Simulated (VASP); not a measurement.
# BeSn (Fm-3m) in VASP: notebook

BeSn is run at these levels: PBE; tasks: single point.

Everything below comes from runs of VASP 6.6.1. Logs are shortened: lines on timing, memory, paths and dates and some standing lists are left out, and cuts for length are marked.

### Step 1. The cell of the first run

The structure is cubic, space group Fm-3m (No. 225). Conventional cell: a = 5.133 Å, b = 5.133 Å, c = 5.133 Å, α = 90.00°, β = 90.00°, γ = 90.00°. Be (site symmetry m-3m) has 6 Sn at 2.57 Å within 3.4 Å. Within 3.4 Å of Sn (site symmetry m-3m) lie 6 Be at 2.57 Å.

### Step 2. Single point, PBE

Input file INCAR:

```
ALGO = Fast
EDIFF = 1E-7
ENCUT = 520
GGA = PE
ISIF = 2
ISMEAR = 0
LASPH = T
LCHARG = T
LELF = T
LREAL = F
LVHAR = T
LWAVE = F
NBANDS = 15
NELM = 100
PREC = Accurate
SIGMA = 0.1
```

Input file KPOINTS:

```
k-points
0
Gamma
  6 6 6
```

Input file POSCAR:

```
BeSn
1.0
    0.0000000000      2.5667331637      2.5667331637
    2.5667331637      0.0000000000      2.5667331637
    2.5667331637      2.5667331637      0.0000000000
Be Sn
1 1
Direct
    0.0000000000      0.0000000000      0.0000000000
    0.5000000000      0.5000000000      0.5000000000
```

Potentials or basis: VASP PAW PBE potentials, release 64 (Be, Sn_d).

Launch:

```
> cat potpaw_PBE.64/Be/POTCAR potpaw_PBE.64/Sn_d/POTCAR > POTCAR
> mpirun -np 1 vasp_std > vasp.out
```

OUTCAR:

```text
EDIFF = 1E-7
   ENCUT = 520
   GGA = PE
   ISIF = 2
   ISMEAR = 0
   LASPH = T
   LREAL = F
   NELM = 100
   PREC = Accurate

 ion  position               nearest neighbor table
   1  0.000  0.000  0.000-   2 2.57   2 2.57   2 2.57   2 2.57   2 2.57   2 2.57
   2  0.500  0.500  0.500-   1 2.57   1 2.57   1 2.57   1 2.57   1 2.57   1 2.57

  LATTYP: Found a face centered cubic cell.
 ALAT       =     5.1334663274

  Lattice vectors:

 A1 = (   0.0000000000,   2.5667331637,   2.5667331637)
 A2 = (   2.5667331637,   0.0000000000,   2.5667331637)
 A3 = (   2.5667331637,   2.5667331637,   0.0000000000)

Analysis of symmetry for initial positions (statically):
=====================================================================
 Subroutine PRICEL returns:
 Original cell was already a primitive cell.

 Routine SETGRP: Setting up the symmetry group for a
 face centered cubic supercell.

 Subroutine GETGRP returns: Found 48 space group operations
 (whereof 48 operations were pure point group operations)
 out of a pool of 48 trial point group operations.

The static configuration has the point symmetry O_h .

Analysis of symmetry for dynamics (positions and initial velocities):
=====================================================================
 Subroutine PRICEL returns:
 Original cell was already a primitive cell.

 Routine SETGRP: Setting up the symmetry group for a
 face centered cubic supercell.

 Subroutine GETGRP returns: Found 48 space group operations
 (whereof 48 operations were pure point group operations)
 out of a pool of 48 trial point group operations.

The dynamic configuration has the point symmetry O_h .

 Subroutine INISYM returns: Found 48 space group operations
 (whereof 48 operations are pure point group operations),
 and found     1 'primitive' translations

----------------------------------------------------------------------------------------

                                     Primitive cell

  volume of cell :      33.8199

  direct lattice vectors                    reciprocal lattice vectors
     0.000000000  2.566733164  2.566733164    -0.194800148  0.194800148  0.194800148
     2.566733164  0.000000000  2.566733164     0.194800148 -0.194800148  0.194800148
     2.566733164  2.566733164  0.000000000     0.194800148  0.194800148 -0.194800148

  length of vectors
     3.629908851  3.629908851  3.629908851     0.337403754  0.337403754  0.337403754

  position of ions in fractional coordinates (direct lattice)
     0.000000000  0.000000000  0.000000000
     0.500000000  0.500000000  0.500000000

  ion indices of the primitive-cell ions
   primitive index   ion index
                 1           1
                 2           2

----------------------------------------------------------------------------------------

 KPOINTS: k-points

Automatic generation of k-mesh.
 Grid dimensions read from file:
 generate k-points for:    6    6    6

 Generating k-lattice:

  Cartesian coordinates                     Fractional coordinates (reciprocal lattice)
    -0.032466691  0.032466691  0.032466691     0.166666667  0.000000000  0.000000000
     0.032466691 -0.032466691  0.032466691     0.000000000  0.166666667  0.000000000
     0.032466691  0.032466691 -0.032466691     0.000000000  0.000000000  0.166666667

  Length of vectors
     0.056233959  0.056233959  0.056233959

  Shift w.r.t. Gamma in fractional coordinates (k-lattice)
     0.000000000  0.000000000  0.000000000

 Subroutine IBZKPT returns following result:
 ===========================================

 Found     16 irreducible k-points:

 Following reciprocal coordinates:
            Coordinates               Weight
  0.000000  0.000000  0.000000      1.000000
  0.166667  0.000000  0.000000      8.000000
  0.333333  0.000000  0.000000      8.000000
  0.500000  0.000000  0.000000      4.000000
  0.166667  0.166667  0.000000      6.000000
  0.333333  0.166667  0.000000     24.000000
[... 8 lines left out ...]
 -0.333333  0.333333  0.166667     24.000000
 -0.333333  0.500000  0.166667     12.000000
   k-points           NKPTS =     16   k-points in BZ     NKDIM =     16   number of bands    NBANDS=     15
   number of dos      NEDOS =    301   number of ions     NIONS =      2
   total plane-waves  NPLWV =  21952
   dimension x,y,z NGX =    28 NGY =   28 NGZ =   28
   dimension x,y,z NGXF=    56 NGYF=   56 NGZF=   56
   ions per type =               1   1
   NGX,Y,Z   is equivalent  to a cutoff of  12.82, 12.82, 12.82 a.u.
   NGXF,Y,Z  is equivalent  to a cutoff of  25.65, 25.65, 25.65 a.u.
 SYSTEM =  unknown system
   PREC   = accura    normal or accurate (medium, high low for compatibility)
   ISTART =      0    job   : 0-new  1-cont  2-samecut
   ICHARG =      2    charge: 1-file 2-atom 10-const
   ISPIN  =      1    spin polarized calculation?
   LNONCOLLINEAR =      F non collinear calculations
   LSORBIT =      F    spin-orbit coupling
   LASPH  =      T    aspherical Exc in radial PAW
   ENCUT  =  520.0 eV  38.22 Ry    6.18 a.u.   6.75  6.75  6.75*2*pi/ulx,y,z
   NELM   =    100;   NELMIN=  2; NELMDL= -5     # of ELM steps
   EDIFF  = 0.1E-06   stopping-criterion for ELM
   LREAL  =      F    real-space projection
   EDIFFG = 0.1E-05   stopping-criterion for IOM
   NSW    =      0    number of steps for IOM
   IBRION =     -1    ionic relax: 0-MD 1-quasi-New 2-CG
   NFREE  =      0    steps in history (QN), initial steepest desc. (CG)
   ISIF   =      2    stress and relaxation
   ISYM   =      2    0-nonsym 1-usesym 2-fastsym
   POTIM  = 0.5000    time-step for ionic-motion
   TEBEG  =    0.0;   TEEND  =   0.0 temperature during run
   PSTRESS=    0.0 pullay stress
   NELECT =      16.0000    total number of electrons
   NUPDOWN=      -1.0000    fix difference up-down
   EMIN   =  10.00;   EMAX   =-10.00  energy-range for DOS
   EFERMI =   0.00;   METHOD = LEGACY
   ISMEAR =     0;   SIGMA  =   0.10  broadening in eV -4-tet -1-fermi 0-gaus
   EFERMI_NEDOS =   21; number of points for ismear=-14 and -15
   IALGO  =     68    algorithm
   IMIX   =      4    mixing-type and parameters
     AMIX     =   0.40;   BMIX     =  1.00
     AMIX_MAG =   1.60;   BMIX_MAG =  1.00
  volume/ion in A,a.u.               =      16.91       114.11
  Fermi-wavevector in a.u.,A,eV,Ry     =   1.275628  2.410588 22.139771  1.627227
  Thomas-Fermi vector in A             =   2.408330
   LORBIT       =      0    0 simple, 1 ext, 2 COOP (PROOUT), +10 PAW based schemes
   GGA     = PE    functional components
   LHFCALC =     F    Hartree Fock is set to
   AEXX    =    0.0000 exact exchange contribution
   IVDW    =     0    specifies the selected vdW correction
   LEPSILON=     F    determine dielectric tensor
   LRPA    =     F    only Hartree local field effects (RPA)
 non-spin polarized calculation
 RMM-DIIS sequential band-by-band and
 Gauss-broadening in eV      SIGMA  =   0.10
  energy-cutoff  :      520.00
  volume of cell :       33.82
 maximum number of plane-waves:       941
   NGX = 13   NGY = 13   NGZ = 13

 number of electron      15.9999995 magnetization

 Free energy of the ion-electron system (eV)
  ---------------------------------------------------
  ext. energy  EPLUGINS =         0.00000000
  ---------------------------------------------------
  free energy    TOTEN  =        -6.51840619 eV

  energy without entropy =       -6.51513327  energy(sigma->0) =       -6.51676973

 E-fermi :   7.9454     XC(G=0): -10.6419

 val. band max:        7.8638448991   @ k =   0.5000   0.3333   0.1667
 cond. band min:       8.1799875817   @ k =   0.1667   0.0000   0.0000
 fundamental gap:      0.3161426826
 Fermi energy:         7.9454044889

 k-point     1 :       0.0000    0.0000    0.0000
  band No.  band energies     occupation
      1     -13.1349      2.00000
      2     -13.1349      2.00000
      3     -13.1236      2.00000
      4     -13.1236      2.00000
      5     -13.1236      2.00000
      6      -3.2287      2.00000
      7      10.5017      0.00000
      8      10.5017      0.00000
      9      10.5017      0.00000
     10      16.6635      0.00000
     11      16.8452      0.00000
     12      16.8452      0.00000
     13      16.8453      0.00000
     14      17.4284      0.00000
     15      17.4301      0.00000

 k-point     2 :       0.1667    0.0000    0.0000
  band No.  band energies     occupation
      1     -13.1420      2.00000
      2     -13.1420      2.00000
      3     -13.1221      2.00000
      4     -13.1072      2.00000
      5     -13.1072      2.00000
      6      -2.7712      2.00000
      7       8.1800      0.00091
      8      10.4737      0.00000
      9      10.4737      0.00000
     10      15.4358      0.00000
     11      15.4358      0.00000
     12      15.4370      0.00000
     13      16.0936      0.00000
     14      17.8691      0.00000
     15      17.8691      0.00000

 k-point     3 :       0.3333    0.0000    0.0000
  band No.  band energies     occupation
      1     -13.1594      2.00000
      2     -13.1594      2.00000
      3     -13.1203      2.00000
      4     -13.0712      2.00000
      5     -13.0712      2.00000
      6      -1.4224      2.00000
      7       4.5183      2.00000
      8      10.6811      0.00000
      9      10.6811      0.00000
     10      13.1196      0.00000
     11      13.1196      0.00000
     12      14.8453      0.00000
     13      15.3125      0.00000
     14      20.3107      0.00000
     15      20.3785      0.00000

 k-point     4 :       0.5000    0.0000    0.0000
  band No.  band energies     occupation
      1     -13.1682      2.00000
      2     -13.1682      2.00000
      3     -13.1199      2.00000
      4     -13.0530      2.00000
      5     -13.0530      2.00000
      6       0.1287      2.00000
      7       2.1077      2.00000
      8      11.4492      0.00000
      9      11.4492      0.00000
     10      11.5720      0.00000
     11      11.5720      0.00000
     12      14.7021      0.00000
     13      14.9673      0.00000
     14      22.0487      0.00000
     15      23.3456      0.00000
[... 163 lines left out ...]
 k-point    14 :       0.5000    0.3333    0.1667
  band No.  band energies     occupation
      1     -13.1774      2.00000
      2     -13.1307      2.00000
      3     -13.1271      2.00000
      4     -13.0633      2.00000
      5     -13.0525      2.00000
      6      -0.2183      2.00000
      7       5.2749      2.00000
      8       6.0055      2.00000
      9       7.8638      1.75126
     10      12.2344      0.00000
     11      15.2118      0.00000
     12      15.2408      0.00000
     13      19.5239      0.00000
     14      19.8142      0.00000
     15      22.6967      0.00000

 k-point    15 :      -0.3333    0.3333    0.1667
  band No.  band energies     occupation
      1     -13.1778      2.00000
      2     -13.1352      2.00000
      3     -13.0986      2.00000
      4     -13.0871      2.00000
      5     -13.0385      2.00000
      6       1.2749      2.00000
      7       3.2906      2.00000
      8       5.8706      2.00000
      9       6.7874      2.00000
     10      13.1764      0.00000
     11      14.3341      0.00000
     12      17.7091      0.00000
     13      17.8779      0.00000
     14      20.7891      0.00000
     15      20.8620      0.00000

 k-point    16 :      -0.3333    0.5000    0.1667
  band No.  band energies     occupation
      1     -13.1898      2.00000
      2     -13.1339      2.00000
      3     -13.1145      2.00000
      4     -13.0631      2.00000
      5     -13.0262      2.00000
      6       2.0310      2.00000
      7       3.5927      2.00000
      8       5.3612      2.00000
      9       5.5238      2.00000
     10      12.0073      0.00000
     11      14.7120      0.00000
     12      17.0391      0.00000
     13      19.3410      0.00000
     14      21.2306      0.00000
     15      22.8792      0.00000

------------------------ aborting loop because EDIFF is reached ----------------------------------------

  FORCE on cell =-STRESS in cart. coord.  units (eV):
  Direction    XX          YY          ZZ          XY          YZ          ZX
  --------------------------------------------------------------------------------------
  -------------------------------------------------------------------------------------
  Total        1.1827241      1.1827241      1.1827241     -0.0000000      0.0000000      0.0000000
  in kB       56.0301610     56.0301610     56.0301610     -0.0000000      0.0000000      0.0000000
  external PRESSURE =      56.0301610 kB  Pullay stress =       0.0000000 kB

 VOLUME and BASIS-vectors are now :
 -----------------------------------------------------------------------------
  energy-cutoff  :      520.00
  volume of cell :       33.82
      direct lattice vectors                 reciprocal lattice vectors
     0.000000000  2.566733164  2.566733164    -0.194800148  0.194800148  0.194800148
     2.566733164  0.000000000  2.566733164     0.194800148 -0.194800148  0.194800148
     2.566733164  2.566733164  0.000000000     0.194800148  0.194800148 -0.194800148

 POSITION                                       TOTAL-FORCE (eV/Angst)
 -----------------------------------------------------------------------------------
      0.00000      0.00000      0.00000         0.000000      0.000000      0.000000
      2.56673      2.56673      2.56673        -0.000000     -0.000000     -0.000000
 -----------------------------------------------------------------------------------
    total drift:                                0.000000      0.000000      0.000000

  FREE ENERGIE OF THE ION-ELECTRON SYSTEM (eV)
  ---------------------------------------------------
  free  energy   TOTEN  =        -6.5184061888 eV

  energy  without entropy=       -6.5151332709  energy(sigma->0) =       -6.51676973
```

Run time: 13 s. Hardware: 1 thread of Intel Xeon Platinum 8375C at 2.90GHz (Ice Lake), shared host; peak memory 0.15 GiB.

What came out:

```
Free energy            : -6.5184 eV
Pressure               : 5.6 GPa
Band gap on the k mesh : zero (band 8 reaches 11.45 eV, above the bottom of band 9 at 5.52 eV)
```

Caveat: spin-orbit coupling is left out, which moves the levels of the heavy elements.

### Step 3. Single point, PBE

This run uses another cell than the first one, of 18.26 Å³/atom, 1.080 times its volume.

Input file INCAR:

```
PREC = Accurate
ENCUT = 520
EDIFF = 1E-7
ISMEAR = 0
SIGMA = 0.1
LREAL = False
LASPH = True
NELM = 100
ALGO = Normal
ISIF = 2
LWAVE = False
LCHARG = False
GGA = PE
NBANDS = 15
```

Input file KPOINTS:

```
Automatic mesh
0
Gamma
  6 6 6
```

Input file POSCAR:

```
BeSn
1.0
    0.0000000000      2.6334151946      2.6334151946
    2.6334151946      0.0000000000      2.6334151946
    2.6334151946      2.6334151946      0.0000000000
Be Sn
1 1
Direct
    0.0000000000      0.0000000000      0.0000000000
    0.5000000000      0.5000000000      0.5000000000
```

Potentials or basis: VASP PAW PBE potentials, release 64 (Be, Sn_d).

Launch:

```
> cat potpaw_PBE.64/Be/POTCAR potpaw_PBE.64/Sn_d/POTCAR > POTCAR
> mpirun -np 1 vasp_std > vasp.out
```

OUTCAR:

```text
PREC = Accurate
   ENCUT = 520
   EDIFF = 1E-7
   ISMEAR = 0
   LREAL = False
   LASPH = True
   NELM = 100
   ISIF = 2
   GGA = PE

 ion  position               nearest neighbor table
   1  0.000  0.000  0.000-   2 2.63   2 2.63   2 2.63   2 2.63   2 2.63   2 2.63
   2  0.500  0.500  0.500-   1 2.63   1 2.63   1 2.63   1 2.63   1 2.63   1 2.63

  LATTYP: Found a face centered cubic cell.
 ALAT       =     5.2668303892

  Lattice vectors:

 A1 = (   0.0000000000,   2.6334151946,   2.6334151946)
 A2 = (   2.6334151946,   0.0000000000,   2.6334151946)
 A3 = (   2.6334151946,   2.6334151946,   0.0000000000)

Analysis of symmetry for initial positions (statically):
=====================================================================
 Subroutine PRICEL returns:
 Original cell was already a primitive cell.

 Routine SETGRP: Setting up the symmetry group for a
 face centered cubic supercell.

 Subroutine GETGRP returns: Found 48 space group operations
 (whereof 48 operations were pure point group operations)
 out of a pool of 48 trial point group operations.

The static configuration has the point symmetry O_h .

Analysis of symmetry for dynamics (positions and initial velocities):
[... 166 lines left out ...]
      8       9.5179      0.00000
      9       9.5179      0.00000
     10      14.6490      0.00000
     11      15.7129      0.00000
     12      15.7129      0.00000
     13      15.7129      0.00000
     14      15.9956      0.00000
[... 257 lines left out ...]
      2     -13.9567      2.00000
      3     -13.9460      2.00000
      4     -13.9030      2.00000
      5     -13.8751      2.00000
      6       1.2092      2.00000
      7       3.0866      2.00000
      8       4.7360      2.00000
      9       4.7401      2.00000
     10      10.7963      0.00000
     11      13.7227      0.00000
     12      15.5573      0.00000
     13      18.1249      0.00000
     14      19.5384      0.00000
     15      21.1679      0.00000

------------------------ aborting loop because EDIFF is reached ----------------------------------------

  FORCE on cell =-STRESS in cart. coord.  units (eV):
  Direction    XX          YY          ZZ          XY          YZ          ZX
  --------------------------------------------------------------------------------------
  -------------------------------------------------------------------------------------
  Total       -0.0824837     -0.0824837     -0.0824837     -0.0000000      0.0000000      0.0000000
  in kB       -3.6181851     -3.6181851     -3.6181851     -0.0000000      0.0000000      0.0000000
  external PRESSURE =      -3.6181851 kB  Pullay stress =       0.0000000 kB

 VOLUME and BASIS-vectors are now :
 -----------------------------------------------------------------------------
  energy-cutoff  :      520.00
  volume of cell :       36.52
      direct lattice vectors                 reciprocal lattice vectors
     0.000000000  2.633415195  2.633415195    -0.189867515  0.189867515  0.189867515
     2.633415195  0.000000000  2.633415195     0.189867515 -0.189867515  0.189867515
     2.633415195  2.633415195  0.000000000     0.189867515  0.189867515 -0.189867515

 POSITION                                       TOTAL-FORCE (eV/Angst)
 -----------------------------------------------------------------------------------
      0.00000      0.00000      0.00000        -0.000000      0.000000     -0.000000
      2.63342      2.63342      2.63342         0.000000     -0.000000      0.000000
 -----------------------------------------------------------------------------------
    total drift:                                0.000000      0.000000      0.000000

  FREE ENERGIE OF THE ION-ELECTRON SYSTEM (eV)
  ---------------------------------------------------
  free  energy   TOTEN  =        -6.5601808100 eV

  energy  without entropy=       -6.5565822003  energy(sigma->0) =       -6.55838151
```

OSZICAR:

```text
N       E                     dE             d eps       ncg     rms          rms(c)
DAV:   1     0.900823729718E+02    0.90082E+02   -0.81951E+03   501   0.148E+03
DAV:   2     0.377131663332E+00   -0.89705E+02   -0.85045E+02   501   0.334E+02
DAV:   3    -0.651763036961E+01   -0.68948E+01   -0.68653E+01   613   0.775E+01
DAV:   4    -0.665607210250E+01   -0.13844E+00   -0.13842E+00   543   0.120E+01
DAV:   5    -0.666026326943E+01   -0.41912E-02   -0.41910E-02   687   0.211E+00    0.231E+00
DAV:   6    -0.657720383468E+01    0.83059E-01   -0.82302E-02   612   0.400E+00    0.125E+00
DAV:   7    -0.656101793600E+01    0.16186E-01   -0.34723E-02   671   0.202E+00    0.259E-01
DAV:   8    -0.656018618070E+01    0.83176E-03   -0.25083E-03   578   0.683E-01    0.453E-02
DAV:   9    -0.656018436636E+01    0.18143E-05   -0.89644E-05   682   0.982E-02    0.279E-02
DAV:  10    -0.656018143663E+01    0.29297E-05   -0.61542E-06   615   0.248E-02    0.103E-02
DAV:  11    -0.656018061988E+01    0.81675E-06   -0.59485E-07   641   0.827E-03    0.361E-03
DAV:  12    -0.656018084934E+01   -0.22947E-06   -0.39762E-08   366   0.176E-03    0.656E-04
DAV:  13    -0.656018080999E+01    0.39356E-07   -0.67935E-09   408   0.966E-04
   1 F= -.65601808E+01 E0= -.65583815E+01  d E =-.359861E-02
```

It took 15 s on 1 thread of Intel Xeon Platinum 8375C at 2.90GHz (Ice Lake), shared host; peak memory 0.15 GiB.

What came out:

* Free energy: -6.5602 eV
* Pressure: -0.4 GPa
* Band gap on the k mesh: zero (band 8 reaches 10.47 eV, above the bottom of band 9 at 4.74 eV)

Caveat: spin-orbit coupling is left out, which moves the levels of the heavy elements.
